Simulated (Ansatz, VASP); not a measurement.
**One calculation of Rh, two programs**

```xyz
4
Lattice="2.6917 0.0000 0.0000 -1.3459 2.3311 0.0000 0.0000 0.0000 8.7981" Properties=species:S:1:pos:R:3 pbc="T T T"
Rh    0.0000    0.0000    0.0000
Rh    0.0000    1.5541    2.1995
Rh    0.0000    0.0000    4.3990
Rh    1.3459    0.7770    6.5986
```

Alike in both runs: task relaxation of cell and atoms; functional BLYP; dispersion D3(BJ); k mesh 10 × 10 × 3; occupations fermi-dirac, width 0.05 eV; no spin polarisation.

|  | VASP | Ansatz |
| --- | --- | --- |
| version | VASP 6.6.1 | Ansatz 0.2.0 |
| potentials or method | VASP PAW PBE potentials, release 64 (Rh_pv) | plane waves, PAW |
| plane-wave cutoff (eV) | 600 | 420 |
| valence electrons in the cell | 60 | 68 |

```csv
,VASP,Ansatz,Ansatz less VASP
relaxed volume (Å³/atom),13.87,13.84,-0.033
relaxed cell length with the largest relative difference (Å),2.695,2.692,-0.0032
```

VASP's potentials were made for PBE, not for BLYP. VASP's potentials hold 60 valence electrons a cell and Ansatz's 68, so a difference there can come from the potentials and not from the codes.
